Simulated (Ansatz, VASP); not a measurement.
Two plane-wave programs on Ge

Contents of POSCAR:

```
Ge
1.0
    2.6671814810      2.6671814810      0.0000000000
   -2.6671814810      2.6671814810      0.0000000000
    0.0000000000      0.0000000000      5.9109481495
Ge
4
Direct
    0.5000000000      0.5000000000      0.5000000000
    0.5000000000      0.0000000000      0.2500000000
    0.0000000000      0.0000000000      0.0000000000
    0.0000000000      0.5000000000      0.7500000000
```

INCAR.step1

```
SYSTEM = Ge
PREC = Accurate
ENCUT = 520
ISMEAR = 0
SIGMA = 0.02
LREAL = .False.
LASPH = .True.
NELM = 80
NBANDS = 36
GGA = PE
ALGO = Normal
EDIFF = 1E-4
LWAVE = .True.
LCHARG = .False.
```

File INCAR.step2:

```
SYSTEM = Ge
PREC = Accurate
ENCUT = 520
EDIFF = 1E-7
ISMEAR = 0
SIGMA = 0.02
LREAL = .False.
LASPH = .True.
NELM = 80
ALGO = Normal
ISIF = 2
LWAVE = .False.
LCHARG = .True.
METAGGA = R2SCAN
LMIXTAU = .True.
LELF = .True.
LVHAR = .True.
NBANDS = 36
ISTART = 1
```

The input KPOINTS:

```
Automatic mesh
0
Gamma
  10 10 6
  0 0 0
```

Input for Ansatz:

```yaml
crystal:
  lattice:
    - [2.667181481, 2.667181481, 0.0]
    - [-2.667181481, 2.667181481, 0.0]
    - [0.0, 0.0, 5.9109481495]
  atoms:
    - { symbol: Ge, position: [0.5, 0.5, 0.5] }
    - { symbol: Ge, position: [0.5, 0.0, 0.25] }
    - { symbol: Ge, position: [0.0, 0.0, 0.0] }
    - { symbol: Ge, position: [0.0, 0.5, 0.75] }
basis:
  ecutwfc: 500
kpoints:
  mp_grid: { grid: [10, 10, 6] }
  band_path: { path: [VBM, CBM], npoints: 2 }
hamiltonian:
  xc: r2scan
scf:
  occupations: { method: gaussian, width: 0.02 }
output:
  forces: true
  stress: true
  eigenvalues: true
checkpoint:
  read: start.run
  write: ck
  compress: false
  write_wavefunctions: false
  write_every: 100000
```

Alike in both runs: task single point; functional r2SCAN; k mesh 10 × 10 × 6; occupations gaussian, width 0.02 eV; no spin polarisation.

|  | VASP | Ansatz |
| --- | --- | --- |
| version | VASP 6.6.1 | Ansatz 0.2.0 |
| potentials or method | VASP PAW PBE potentials, release 64 (Ge_d), cutoff 520 eV | scalar-relativistic, plane waves, PAW |
| valence electrons in the cell | 56 | 56 |

|  | VASP | Ansatz | Ansatz less VASP |
| --- | --- | --- | --- |
| pressure (GPa) | 7.1 | 7.1 | -0.09 |
| traceless stress, the component that is largest in VASP (GPa) | -6.96 | -7.05 | -0.090 |

VASP's potentials were made for PBE, not for r2SCAN. With one functional, cell and mesh, what is left measures potentials, basis and numerics.
